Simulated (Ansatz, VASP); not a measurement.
# Two plane-wave programs on As

```
As
1.0
    -1.69350    1.69350    1.69350
     1.69350   -1.69350    1.69350
     1.69350    1.69350   -1.69350
As
1
Cartesian
  0.0000 0.0000 0.0000
```

Alike in both runs: functional RPBE; k mesh 13 × 13 × 13; occupations fermi-dirac, width 0.1 eV; no spin polarisation.

Ansatz relaxed the structure, and its values are those at the end. VASP's run is a single point on that final structure, the one shown.

|  | VASP | Ansatz |
| --- | --- | --- |
| version | VASP 6.6.1 | Ansatz 0.2.0 |
| potentials or method | VASP PAW PBE potentials, release 64 (As), cutoff 500 eV | plane waves (420 eV) with PAW, scalar-relativistic |
| valence electrons in the cell | 5 | 15 |

|  | VASP | Ansatz | Ansatz less VASP |
| --- | --- | --- | --- |
| pressure (GPa) | 0.0 | 0.0 | +0.01 |

VASP's potentials were made for PBE, not for RPBE. With one functional, cell and mesh, what is left measures potentials, basis and numerics. VASP's potentials hold 5 valence electrons a cell and Ansatz's 15, so a difference there can come from the potentials and not from the codes.
